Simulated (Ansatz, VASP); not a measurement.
**PtS2: VASP beside Ansatz**

The input INCAR:

```
  PREC = Accurate
  ENCUT = 520
  EDIFF = 1E-7
  ISMEAR = 0
  SIGMA = 0.05
  LREAL = F
  LASPH = T
  NELM = 80
  ALGO = Normal
  ISIF = 2
  LWAVE = F
  LCHARG = F
  GGA = PE
  NBANDS = 18
```

The input KPOINTS:

```
regular mesh
0
Gamma
  12 12 8
```

Contents of POSCAR:

```
PtS2
1.0
    3.2774595151      0.0000000000      0.0000000000
   -1.6387297576      3.0685007567      0.0000000000
    0.0000000000      0.0000000000      5.0388000000
Pt S
1 2
Direct
    0.0000000000      0.0000000000      0.0000000000
    0.3333333333      0.6666666667      0.2500000000
    0.6666666667      0.3333333333      0.7500000000
```

Input for Ansatz:

```yaml
crystal:
  lattice:
    - [3.2774595151, 0.0, 0.0]
    - [-1.6387297576, 3.0685007567, 0.0]
    - [0.0, 0.0, 5.0388]
  atoms:
    - { symbol: Pt, position: [0.0, 0.0, 0.0] }
    - { symbol: S, position: [0.3333333333, 0.6666666667, 0.25] }
    - { symbol: S, position: [0.6666666667, 0.3333333333, 0.75] }
basis:
  ecutwfc: 420
kpoints:
  mp_grid: { grid: [12, 12, 8] }
hamiltonian:
  xc: pbe
scf:
  occupations: { method: gaussian, width: 0.05 }
output:
  forces: true
  stress: true
  eigenvalues: true
```

Change from the starting cell: strain -0.0750 x Voigt [1, 0, 0, 0, 0, 0], atoms carried along.

Alike in both runs: task single point; functional PBE; k mesh 12 × 12 × 8; occupations gaussian, width 0.05 eV; no spin polarisation.

|  | VASP | Ansatz |
| --- | --- | --- |
| version | VASP 6.6.1 | Ansatz 0.2.0 |
| potentials or method | VASP PAW PBE potentials, release 64 (Pt, S), cutoff 520 eV | scalar-relativistic, plane waves, PAW |
| valence electrons in the cell | 22 | 30 |

Ansatz gave:

```
gap on the k mesh at the Fermi level (eV)                     : 0.36
least direct gap on the mesh (eV)                             : 0.90
pressure (GPa)                                                : 18.1
traceless stress, the component that is largest in VASP (GPa) : 11.57
rms of the force components (eV/Å)                            : 0.459
```

Problem. What did VASP give for the same quantities?

Solution. gap on the k mesh at the Fermi level (eV): 0.37; least direct gap on the mesh (eV): 0.91; pressure (GPa): 17.6; traceless stress, the component that is largest in VASP (GPa): 11.48; rms of the force components (eV/Å): 0.438.

Atom by atom the forces differ by 0.024 eV/Å (rms over components). With one functional, cell and mesh, what is left measures potentials, basis and numerics. VASP's potentials hold 22 valence electrons a cell and Ansatz's 30, so a difference there can come from the potentials and not from the codes.

Neither program's run includes spin-orbit coupling.
